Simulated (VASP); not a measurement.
# CdS (zincblende type) (F-43m) in VASP: notebook

CdS (zincblende type) is run at these levels: LDA; tasks: single point.

Everything below comes from runs of VASP 6.6.1. Logs are shortened: lines on timing, memory, paths and dates and some standing lists are left out, and cuts for length are marked.

### Step 1. The cell of the first run

The structure is cubic, space group F-43m (No. 216). Conventional cell: a = 5.344 Å, b = 5.344 Å, c = 5.344 Å, α = 90.00°, β = 90.00°, γ = 90.00°. Within 3.1 Å of Cd (site symmetry -43m) lie 4 S at 2.31 Å. S (site symmetry -43m) has 4 Cd at 2.31 Å within 3.1 Å.

### Step 2. Single point, LDA (19.08 Å³/atom)

INCAR reads:

```
PREC = Accurate ; ENCUT = 520
EDIFF = 1E-6 ; ISMEAR = -1
SIGMA = 0.08 ; LREAL = False
LASPH = True ; NELM = 100
ALGO = Normal ; ISIF = 2
LWAVE = False ; LCHARG = False
GGA = CA ; NBANDS = 16
```

KPOINTS reads:

```
Automatic mesh
0
Gamma
  11 11 11
```

POSCAR reads:

```
CdS
1.0
    0.0000000000      2.6720858528      2.6720858528
    2.6720858528      0.0000000000      2.6720858528
    2.6720858528      2.6720858528      0.0000000000
Cd S
1 1
Direct
    0.0000000000      0.0000000000      0.0000000000
    0.2500000000      0.2500000000      0.2500000000
```

Potentials or basis: VASP PAW LDA potentials, release 64 (Cd, S).

On the command line:

```sh
$ cat potpaw_LDA.64/Cd/POTCAR potpaw_LDA.64/S/POTCAR > POTCAR
$ mpirun -np 1 vasp_std > vasp.out
```

OUTCAR:

```text
PREC = Accurate
   ENCUT = 520
   EDIFF = 1E-6
   ISMEAR = -1
   LREAL = False
   LASPH = True
   NELM = 100
   ISIF = 2
   GGA = CA

 ion  position               nearest neighbor table
   1  0.000  0.000  0.000-   2 2.31   2 2.31   2 2.31   2 2.31
   2  0.250  0.250  0.250-   1 2.31   1 2.31   1 2.31   1 2.31

  LATTYP: Found a face centered cubic cell.
 ALAT       =     5.3441717056

  Lattice vectors:

 A1 = (   0.0000000000,   2.6720858528,   2.6720858528)
 A2 = (   2.6720858528,   0.0000000000,   2.6720858528)
 A3 = (   2.6720858528,   2.6720858528,   0.0000000000)

Analysis of symmetry for initial positions (statically):
=====================================================================
 Subroutine PRICEL returns:
 Original cell was already a primitive cell.

 Routine SETGRP: Setting up the symmetry group for a
 face centered cubic supercell.

 Subroutine GETGRP returns: Found 24 space group operations
 (whereof 24 operations were pure point group operations)
 out of a pool of 48 trial point group operations.

The static configuration has the point symmetry T_d .

Analysis of symmetry for dynamics (positions and initial velocities):
=====================================================================
 Subroutine PRICEL returns:
 Original cell was already a primitive cell.

 Routine SETGRP: Setting up the symmetry group for a
 face centered cubic supercell.

 Subroutine GETGRP returns: Found 24 space group operations
 (whereof 24 operations were pure point group operations)
 out of a pool of 48 trial point group operations.

The dynamic configuration has the point symmetry T_d .

 Subroutine INISYM returns: Found 24 space group operations
 (whereof 24 operations are pure point group operations),
 and found     1 'primitive' translations

----------------------------------------------------------------------------------------

                                     Primitive cell

  volume of cell :      38.1576

  direct lattice vectors                    reciprocal lattice vectors
     0.000000000  2.672085853  2.672085853    -0.187119736  0.187119736  0.187119736
     2.672085853  0.000000000  2.672085853     0.187119736 -0.187119736  0.187119736
     2.672085853  2.672085853  0.000000000     0.187119736  0.187119736 -0.187119736

  length of vectors
     3.778900053  3.778900053  3.778900053     0.324100890  0.324100890  0.324100890

  position of ions in fractional coordinates (direct lattice)
     0.000000000  0.000000000  0.000000000
     0.250000000  0.250000000  0.250000000

  ion indices of the primitive-cell ions
   primitive index   ion index
                 1           1
                 2           2

----------------------------------------------------------------------------------------

 KPOINTS: Automatic mesh

Automatic generation of k-mesh.
 Grid dimensions read from file:
 generate k-points for:   11   11   11

 Generating k-lattice:

  Cartesian coordinates                     Fractional coordinates (reciprocal lattice)
    -0.017010885  0.017010885  0.017010885     0.090909091  0.000000000  0.000000000
     0.017010885 -0.017010885  0.017010885     0.000000000  0.090909091  0.000000000
     0.017010885  0.017010885 -0.017010885     0.000000000  0.000000000  0.090909091

  Length of vectors
     0.029463717  0.029463717  0.029463717

  Shift w.r.t. Gamma in fractional coordinates (k-lattice)
     0.000000000  0.000000000  0.000000000

 Subroutine IBZKPT returns following result:
 ===========================================

 Found     56 irreducible k-points:

 Following reciprocal coordinates:
            Coordinates               Weight
  0.000000  0.000000  0.000000      1.000000
  0.090909  0.000000  0.000000      8.000000
  0.181818  0.000000  0.000000      8.000000
  0.272727  0.000000  0.000000      8.000000
  0.363636  0.000000  0.000000      8.000000
  0.454545  0.000000  0.000000      8.000000
[... 16 lines left out ...]
 -0.272727  0.181818  0.000000     24.000000
 -0.181818  0.181818  0.000000     12.000000
 [... further k-points ...]
   k-points           NKPTS =     56   k-points in BZ     NKDIM =     56   number of bands    NBANDS=     16
   number of dos      NEDOS =    301   number of ions     NIONS =      2
   total plane-waves  NPLWV =  21952
   dimension x,y,z NGX =    28 NGY =   28 NGZ =   28
   dimension x,y,z NGXF=    56 NGYF=   56 NGZF=   56
   ions per type =               1   1
   NGX,Y,Z   is equivalent  to a cutoff of  12.32, 12.32, 12.32 a.u.
   NGXF,Y,Z  is equivalent  to a cutoff of  24.64, 24.64, 24.64 a.u.
 SYSTEM =  unknown system
   PREC   = accura    normal or accurate (medium, high low for compatibility)
   ISTART =      0    job   : 0-new  1-cont  2-samecut
   ICHARG =      2    charge: 1-file 2-atom 10-const
   ISPIN  =      1    spin polarized calculation?
   LNONCOLLINEAR =      F non collinear calculations
   LSORBIT =      F    spin-orbit coupling
   LASPH  =      T    aspherical Exc in radial PAW
   ENCUT  =  520.0 eV  38.22 Ry    6.18 a.u.   7.03  7.03  7.03*2*pi/ulx,y,z
   NELM   =    100;   NELMIN=  2; NELMDL= -5     # of ELM steps
   EDIFF  = 0.1E-05   stopping-criterion for ELM
   LREAL  =      F    real-space projection
   EDIFFG = 0.1E-04   stopping-criterion for IOM
   NSW    =      0    number of steps for IOM
   IBRION =     -1    ionic relax: 0-MD 1-quasi-New 2-CG
   NFREE  =      0    steps in history (QN), initial steepest desc. (CG)
   ISIF   =      2    stress and relaxation
   ISYM   =      2    0-nonsym 1-usesym 2-fastsym
   POTIM  = 0.5000    time-step for ionic-motion
   TEBEG  =    0.0;   TEEND  =   0.0 temperature during run
   PSTRESS=    0.0 pullay stress
   NELECT =      18.0000    total number of electrons
   NUPDOWN=      -1.0000    fix difference up-down
   EMIN   =  10.00;   EMAX   =-10.00  energy-range for DOS
   EFERMI =   0.00;   METHOD = LEGACY
   ISMEAR =    -1;   SIGMA  =   0.08  broadening in eV -4-tet -1-fermi 0-gaus
   EFERMI_NEDOS =   21; number of points for ismear=-14 and -15
   IALGO  =     38    algorithm
   IMIX   =      4    mixing-type and parameters
     AMIX     =   0.40;   BMIX     =  1.00
     AMIX_MAG =   1.60;   BMIX_MAG =  1.00
  volume/ion in A,a.u.               =      19.08       128.75
  Fermi-wavevector in a.u.,A,eV,Ry     =   1.274399  2.408264 22.097108  1.624092
  Thomas-Fermi vector in A             =   2.407169
   LORBIT       =      0    0 simple, 1 ext, 2 COOP (PROOUT), +10 PAW based schemes
   GGA     = CA    functional components
   LHFCALC =     F    Hartree Fock is set to
   AEXX    =    0.0000 exact exchange contribution
   IVDW    =     0    specifies the selected vdW correction
   LEPSILON=     F    determine dielectric tensor
   LRPA    =     F    only Hartree local field effects (RPA)
 non-spin polarized calculation
  energy-cutoff  :      520.00
  volume of cell :       38.16
 maximum number of plane-waves:      1039
   NGX = 13   NGY = 13   NGZ = 13

 number of electron      18.0000005 magnetization

 Free energy of the ion-electron system (eV)
  ---------------------------------------------------
  ext. energy  EPLUGINS =         0.00000000
  ---------------------------------------------------
  free energy    TOTEN  =        -6.74017462 eV

  energy without entropy =       -6.74017343  energy(sigma->0) =       -6.74017402

 E-fermi :   4.6762     XC(G=0): -10.8342

 val. band max:        3.8855323398   @ k =   0.0000   0.0000   0.0000
 cond. band min:       5.2888789410   @ k =   0.0000   0.0000   0.0000
 fundamental gap:      1.4033466012
 Fermi energy:         4.6762418117

 k-point     1 :       0.0000    0.0000    0.0000
  band No.  band energies     occupation
      1     -10.5144      2.00000
      2      -5.3710      2.00000
      3      -5.3710      2.00000
      4      -5.3710      2.00000
      5      -4.4409      2.00000
      6      -4.4409      2.00000
[... 8 lines left out ...]
     15      15.6470      0.00000
     16      16.2959      0.00000

 k-point     2 :       0.0909    0.0000    0.0000
  band No.  band energies     occupation
      1     -10.4562      2.00000
      2      -5.3483      2.00000
      3      -5.3483      2.00000
      4      -5.3454      2.00000
      5      -4.4433      2.00000
      6      -4.4433      2.00000
[... 8 lines left out ...]
     15      15.1200      0.00000
     16      16.4897      0.00000

 k-point     3 :       0.1818    0.0000    0.0000
  band No.  band energies     occupation
      1     -10.2987      2.00000
      2      -5.2905      2.00000
      3      -5.2905      2.00000
      4      -5.2436      2.00000
      5      -4.4443      2.00000
      6      -4.4443      2.00000
[... 8 lines left out ...]
     15      14.5764      0.00000
     16      15.9364      0.00000

 k-point     4 :       0.2727    0.0000    0.0000
  band No.  band energies     occupation
      1     -10.0906      2.00000
      2      -5.2244      2.00000
      3      -5.2244      2.00000
      4      -5.0019      2.00000
      5      -4.4299      2.00000
      6      -4.4299      2.00000
[... 8 lines left out ...]
     15      14.6941      0.00000
     16      15.4153      0.00000

 k-point     5 :       0.3636    0.0000    0.0000
  band No.  band energies     occupation
      1      -9.9002      2.00000
      2      -5.1769      2.00000
      3      -5.1769      2.00000
      4      -4.5535      2.00000
      5      -4.3968      2.00000
      6      -4.3968      2.00000
[... 8 lines left out ...]
     15      15.5288      0.00000
     16      15.5288      0.00000

 k-point     6 :       0.4545    0.0000    0.0000
  band No.  band energies     occupation
      1      -9.7890      2.00000
      2      -5.1557      2.00000
      3      -5.1557      2.00000
      4      -4.3665      2.00000
      5      -4.3665      2.00000
      6      -3.9388      2.00000
[... 8 lines left out ...]
     15      16.5991      0.00000
     16      16.5991      0.00000
[... 267 lines left out ...]
 k-point    21 :      -0.4545    0.1818    0.0000
  band No.  band energies     occupation
      1      -9.6914      2.00000
      2      -5.1223      2.00000
      3      -5.0244      2.00000
      4      -4.5264      2.00000
      5      -4.3661      2.00000
      6      -3.6092      2.00000
[... 8 lines left out ...]
     15      16.4761      0.00000
     16      17.4809      0.00000

 k-point    22 :      -0.3636    0.1818    0.0000
  band No.  band energies     occupation
      1      -9.7271      2.00000
      2      -5.1204      2.00000
      3      -5.0520      2.00000
      4      -4.5000      2.00000
      5      -4.4245      2.00000
      6      -3.8821      2.00000
[... 8 lines left out ...]
     15      16.1841      0.00000
     16      17.4357      0.00000

 k-point    23 :      -0.2727    0.1818    0.0000
  band No.  band energies     occupation
      1      -9.8492      2.00000
      2      -5.1320      2.00000
      3      -5.1100      2.00000
      4      -4.6866      2.00000
      5      -4.4760      2.00000
      6      -4.2401      2.00000
[... 8 lines left out ...]
     15      17.0556      0.00000
     16      17.5527      0.00000

 k-point    24 :      -0.1818    0.1818    0.0000
  band No.  band energies     occupation
      1     -10.0221      2.00000
      2      -5.1890      2.00000
      3      -5.1720      2.00000
      4      -4.9789      2.00000
      5      -4.4921      2.00000
      6      -4.3512      2.00000
[... 8 lines left out ...]
     15      16.0577      0.00000
     16      17.8162      0.00000

 [... further k-points ...]
[... 5 lines left out ...]
  --------------------------------------------------------------------------------------
  -------------------------------------------------------------------------------------
  Total        6.3650838      6.3650838      6.3650838     -0.0000000      0.0000000      0.0000000
  in kB      267.2597095    267.2597095    267.2597095     -0.0000000      0.0000000      0.0000000
  external PRESSURE =     267.2597095 kB  Pullay stress =       0.0000000 kB

 VOLUME and BASIS-vectors are now :
 -----------------------------------------------------------------------------
  energy-cutoff  :      520.00
  volume of cell :       38.16
      direct lattice vectors                 reciprocal lattice vectors
     0.000000000  2.672085853  2.672085853    -0.187119736  0.187119736  0.187119736
     2.672085853  0.000000000  2.672085853     0.187119736 -0.187119736  0.187119736
     2.672085853  2.672085853  0.000000000     0.187119736  0.187119736 -0.187119736

 POSITION                                       TOTAL-FORCE (eV/Angst)
 -----------------------------------------------------------------------------------
      0.00000      0.00000      0.00000        -0.000000     -0.000000     -0.000000
      1.33604      1.33604      1.33604         0.000000      0.000000      0.000000
 -----------------------------------------------------------------------------------
    total drift:                                0.000000      0.000000      0.000000

  FREE ENERGIE OF THE ION-ELECTRON SYSTEM (eV)
  ---------------------------------------------------
  free  energy   TOTEN  =        -6.7401746191 eV

  energy  without entropy=       -6.7401734293  energy(sigma->0) =       -6.74017402
```

Run time: 50 s. Hardware: 1 thread of AMD EPYC 7R13, shared host; peak memory 0.13 GiB.

What came out:

- Free energy: -6.7402 eV
- Pressure: 26.7 GPa
- Band gap on the k mesh: 1.40 eV

Levels at points of the mesh, in eV from the valence-band top:
```tsv
k point	band 7	band 8	band 9	band 10	band 11	band 12
(0.00, 0.00, 0.00)	0.00	0.00	0.00	1.40	6.11	6.11
```

Caveat: the cell stands under pressure.

### Step 3. Single point, LDA (20.99 Å³/atom)

This run uses another cell than the first one, of 20.99 Å³/atom.

INCAR reads:

```
SYSTEM = CdS
ALGO     = Normal         ! electronic algorithm
EDIFF    = 1E-6           ! SCF threshold, eV
ENCUT    = 520            ! plane-wave cutoff, eV
ISIF     = 2              ! what is computed and relaxed
ISMEAR   = -1             ! smearing method
LASPH    = .TRUE.         ! aspherical terms in the spheres
LCHARG   = .TRUE.         ! write CHGCAR
LELF     = .TRUE.         ! ELF
LREAL    = .FALSE.        ! projectors in reciprocal space
LVHAR    = .TRUE.       
LWAVE    = .FALSE.        ! write WAVECAR
NBANDS   = 16             ! bands
NELM     = 100            ! most SCF steps
PREC     = Accurate       ! precision mode
SIGMA    = 0.08           ! smearing width, eV
```

KPOINTS reads:

```
k-points
0
G
  11 11 11
  0 0 0
```

POSCAR reads:

```
CdS
1.0
    0.0000000000      2.7583410927      2.7583410927
    2.7583410927      0.0000000000      2.7583410927
    2.7583410927      2.7583410927      0.0000000000
Cd S
1 1
Direct
    0.0000000000      0.0000000000      0.0000000000
    0.2500000000      0.2500000000      0.2500000000
```

Potentials or basis: VASP PAW LDA potentials, release 64 (Cd, S).

On the command line:

```sh
$ cat potpaw_LDA.64/Cd/POTCAR potpaw_LDA.64/S/POTCAR > POTCAR
$ mpirun -np 1 vasp_std > vasp.out
```

Wall time 65 s (1 thread of AMD EPYC 7R13, shared host); peak memory 0.14 GiB.

Results (log left out):

```yaml
Free_energy: -7.1956 eV
Pressure: 12.6 GPa
Band_gap_on_the_k_mesh: 1.24 eV
```

Levels at points of the mesh, in eV from the valence-band top:
```tsv
k point	band 5	band 6	band 7	band 8	band 9	band 10	band 11	band 12	band 13	band 14
(0.00, 0.00, 0.00)	-7.85	-7.85	0.00	0.00	0.00	1.24	6.25	6.25	6.25	11.67
```

Caveat: the cell stands under pressure.
